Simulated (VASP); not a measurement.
Li3S2:

```
Li S
1.0
     3.84684    0.00000    0.00000
    -1.92342    3.33146    0.00000
     0.00000    0.00000    5.98506
Li S
3 2
Direct
  0.00000 0.00000 0.00000
  0.33333 0.66667 0.64500
  0.66667 0.33333 0.35500
  0.33333 0.66667 0.24500
  0.66667 0.33333 0.75500
```

- Program: VASP 6.6.1
- Task: relaxation of cell and atoms
- Functional: PBE
- Potentials or basis: VASP PAW PBE potentials, release 64 (Li_sv, S)
- Cutoff: 600 eV
- k mesh: 12 × 12 × 6
- Occupations: gaussian, width 0.1 eV
- Spin: no spin polarisation

At the start: pressure 2.7 GPa; volume 15.34 Å³/atom.

**Question.** Where does the relaxation end?

**Answer.** Over 15 steps the energy falls by 29.5 meV/atom and the volume is 15.84 Å³/atom (+3.2 %); space group P-3m1 (No. 164, to 0.05 Å).

Step by step:
```tsv
step	energy change (eV)	largest force (eV/Å)	pressure (GPa)	volume (Å³)
1	0.0000	0.3488	2.72	76.70
2	-0.0485	0.2034	0.93	79.63
3	-0.0612	0.1291	-0.49	82.41
4	-0.0612	0.1275	-0.44	82.23
5	-0.0681	0.1382	-0.37	81.96
6	-0.0865	0.1706	-0.22	81.14
7	-0.1081	0.2250	0.18	79.41
8	-0.1194	0.1889	0.11	79.45
9	-0.1409	0.1093	-0.10	79.52
10	-0.1248	0.1589	-0.37	79.53
11	-0.1442	0.1151	-0.21	79.54
12	-0.1471	0.0185	0.21	78.76
13	-0.1471	0.0215	0.20	78.78
14	-0.1475	0.0129	-0.08	79.36
15	-0.1475	0.0057	0.00	79.19
```

Final structure:
```
Li S
1.0
     4.08237    0.00000    0.00000
    -2.04118    3.53543    0.00000
     0.00000    0.00000    5.48675
Li S
3 2
Direct
  0.00000 0.00000 0.00000
  0.33333 0.66667 0.68765
  0.66667 0.33333 0.31235
  0.33333 0.66667 0.23209
  0.66667 0.33333 0.76791
```

Caveat: the cutoff is under 1.25 times the usual one of these potentials, so pressure, stress and relaxed cells hold a basis-set (Pulay) error.
